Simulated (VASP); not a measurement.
A run of VASP 6.6.1 is set up as follows.

The input INCAR:

```
SYSTEM = V
PREC     = Accurate       ! precision mode
ENCUT    = 520            ! plane-wave cutoff, eV
EDIFF    = 1E-6           ! SCF threshold, eV
ISMEAR   = -1             ! smearing method
SIGMA    = 0.1            ! smearing width, eV
LREAL    = .False.        ! projectors in reciprocal space
LASPH    = .True.         ! aspherical terms in the spheres
NELM     = 80             ! most SCF steps
ALGO     = Normal         ! electronic algorithm
ISIF     = 2              ! what is computed and relaxed
LWAVE    = .False.        ! write WAVECAR
LCHARG   = .False.        ! write CHGCAR
GGA      = PS             ! functional
NBANDS   = 12             ! bands
```

KPOINTS

```
regular mesh
0
Gamma
  16 16 16
  0 0 0
```

POSCAR

```
V
1.0
    0.0000000000      1.9347079090      1.9347079090
    1.9347079090      0.0000000000      1.9347079090
    1.9347079090      1.9347079090      0.0000000000
V
1
Direct
    0.0000000000      0.0000000000      0.0000000000
```

Potentials or basis: VASP PAW PBE potentials, release 64 (V_sv).

The run is started by

```console
$ cat potpaw_PBE.64/V_sv/POTCAR > POTCAR
$ mpirun -np 1 vasp_std > vasp.out
```

Task: Estimate the pressure.

Result: -12.4 GPa.

Caveat: the PAW data sets were made with another functional, which shifts forces and pressure a little.
